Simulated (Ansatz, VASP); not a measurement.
## Two plane-wave programs on CaF2

The input INCAR:

```
PREC     = Accurate       # precision mode
ENCUT    = 600            # plane-wave cutoff, eV
EDIFF    = 1E-6           # SCF threshold, eV
ISMEAR   = 0              # smearing method
SIGMA    = 0.01           # smearing width, eV
LREAL    = False          # projectors in reciprocal space
LASPH    = True           # aspherical terms in the spheres
NELM     = 120            # most SCF steps
ALGO     = Normal         # electronic algorithm
ISIF     = 2              # what is computed and relaxed
LWAVE    = False          # write WAVECAR
LCHARG   = False          # write CHGCAR
GGA      = RE             # functional
NBANDS   = 19             # bands
GGA_COMPAT= False
```

File KPOINTS:

```
regular mesh
0
Gamma
  8 8 8
```

POSCAR

```
CaF2
1.0
    0.0000000000      2.7310000000      2.7310000000
    2.7310000000      0.0000000000      2.7310000000
    2.7310000000      2.7310000000      0.0000000000
Ca F
1 2
Direct
    0.0000000000      0.0000000000      0.0000000000
    0.2500000000      0.2500000000      0.2500000000
    0.7500000000      0.7500000000      0.7500000000
```

Input for Ansatz:

```yaml
crystal:
  lattice:
    - [0.0, 2.731, 2.731]
    - [2.731, 0.0, 2.731]
    - [2.731, 2.731, 0.0]
  atoms:
    - { symbol: Ca, position: [0.0, 0.0, 0.0] }
    - { symbol: F, position: [0.25, 0.25, 0.25] }
    - { symbol: F, position: [0.75, 0.75, 0.75] }
kpoints:
  mp_grid:
    grid: [8, 8, 8]
    shift: [0.0, 0.0, 0.0]
hamiltonian:
  xc: revpbe
  pseudopotentials:
    kind: paw
scf:
  occupations:
    method: fixed
output:
  stress: true
```

Alike in both runs: task single point; functional revPBE; k mesh 8 × 8 × 8; no spin polarisation.

|  | VASP | Ansatz |
| --- | --- | --- |
| version | VASP 6.6.1 | Ansatz 0.2.0 |
| potentials or method | VASP PAW PBE potentials, release 64 (Ca_sv, F) | plane waves, PAW |
| plane-wave cutoff (eV) | 600 | 420 |
| occupations | gaussian, width 0.01 eV | fixed |
| valence electrons in the cell | 24 | 24 |

Ansatz gave:

| Property | Result |
| --- | --- |
| pressure (GPa) | 5.4 |

**Question.** Estimate VASP's values.

**Answer.** Pressure (GPa): 5.6.

VASP's potentials were made for PBE, not for revPBE.
